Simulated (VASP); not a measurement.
Set up this calculation in VASP 6.6.1, as the native input.

- Task: single point
- Functional: PBEsol
- Potentials or basis: VASP PAW PBE potentials, release 64 (C)
- Cutoff: 600 eV
- k mesh: 16 × 16 × 16
- Occupations: fermi-dirac, width 0.05 eV
- Spin: no spin polarisation
- Dipole correction: no
- Further INCAR settings: ALGO = Normal; EDIFF = 1e-06; NBANDS = 11

The structure of C lies in POSCAR:

```
C
1.0
    0.0000000000      2.1270000000      3.3480000000
    1.2280000000      0.0000000000      3.3480000000
    1.2280000000      2.1270000000      0.0000000000
C
2
Direct
    0.1666666667      0.8333333333      0.1666666667
    0.8333333333      0.1666666667      0.8333333333
```

These files were run (other wordings do the same):

INCAR

```
PREC = Accurate
ENCUT = 600
EDIFF = 1E-6
ISMEAR = -1
SIGMA = 0.05
LREAL = False
LASPH = True
NELM = 120
ALGO = Normal
ISIF = 2
LWAVE = False
LCHARG = False
GGA = PS
NBANDS = 11
GGA_COMPAT = False
```

KPOINTS

```
regular mesh
0
Gamma
  16 16 16
```

Potentials or basis: VASP PAW PBE potentials, release 64 (C).

Run with:

```sh
$ cat potpaw_PBE.64/C/POTCAR > POTCAR
$ mpirun -np 1 vasp_std > vasp.out
```

Results of the run:

| Quantity | Value |
| --- | --- |
| Pressure | 1.7 GPa |
| Largest force | 0.012 eV/Å |

Caveat: this functional lacks dispersion, which binds layers or chains, so the pressure and a relaxed spacing across them are unreliable; the PAW data sets were made with another functional, which shifts forces and pressure a little.

Wall time 3.2 min on 1 thread of Intel Xeon 8259CL (shared host), peak memory 0.23 GiB.
